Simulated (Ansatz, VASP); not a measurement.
**Sc in VASP and in Ansatz**

INCAR

```
PREC = Accurate
ENCUT = 500
EDIFF = 1E-6
ISMEAR = 1
SIGMA = 0.01
LREAL = False
LASPH = True
NELM = 120
ALGO = Normal
ISIF = 2
LWAVE = False
LCHARG = False
GGA = CA
NBANDS = 18
GGA_COMPAT = False
```

Contents of KPOINTS:

```
Automatic mesh
0
Gamma
  11 11 6
```

File POSCAR:

```
Sc
1.0
    3.2269060027      0.0000000000      0.0000000000
   -1.6134530014      2.7945825740      0.0000000000
    0.0000000000      0.0000000000      5.0094253455
Sc
2
Direct
    0.3333333333      0.6666666667      0.2500000000
    0.6666666667      0.3333333333      0.7500000000
```

Input for Ansatz:

```yaml
crystal:
  lattice:
    - [3.2269060027, 0.0, 0.0]
    - [-1.6134530014, 2.794582574, 0.0]
    - [0.0, 0.0, 5.0094253455]
  atoms:
    - { symbol: Sc, position: [0.3333333333, 0.6666666667, 0.25] }
    - { symbol: Sc, position: [0.6666666667, 0.3333333333, 0.75] }
hamiltonian:
  xc: lda
  pseudopotentials:
    kind: paw
    azcp:
      Sc: "pseudopotentials/Sc.paw.azcp"
basis:
  ecutwfc: 420
  fft_grid_basis: typed
kpoints:
  mp_grid: { grid: [11, 11, 6], shift: [0, 0, 0] }
magnetization:
  spin_polarized: false
scf:
  occupations: { method: methfessel_paxton, width: 0.01 }
  lower_state_search: "off"
output:
  stress: true
```

Alike in both runs: task single point; functional LDA; k mesh 11 × 11 × 6; occupations methfessel-paxton of order 1, width 0.01 eV; no spin polarisation.

```csv
,VASP,Ansatz
version,VASP 6.6.1,Ansatz 0.2.0
potentials or method,"VASP PAW LDA potentials, release 64 (Sc_sv), cutoff 500 eV","plane waves (420 eV) with PAW, scalar-relativistic"
valence electrons in the cell,22,22
```

```tsv
	VASP	Ansatz	Ansatz less VASP
pressure (GPa)	-0.2	-0.2	-0.07
```

Ansatz warns that its potentials were made for another functional, while VASP's fit it. LDA's correlation is that of Perdew and Zunger in VASP and of Perdew and Wang (1992) in Ansatz.
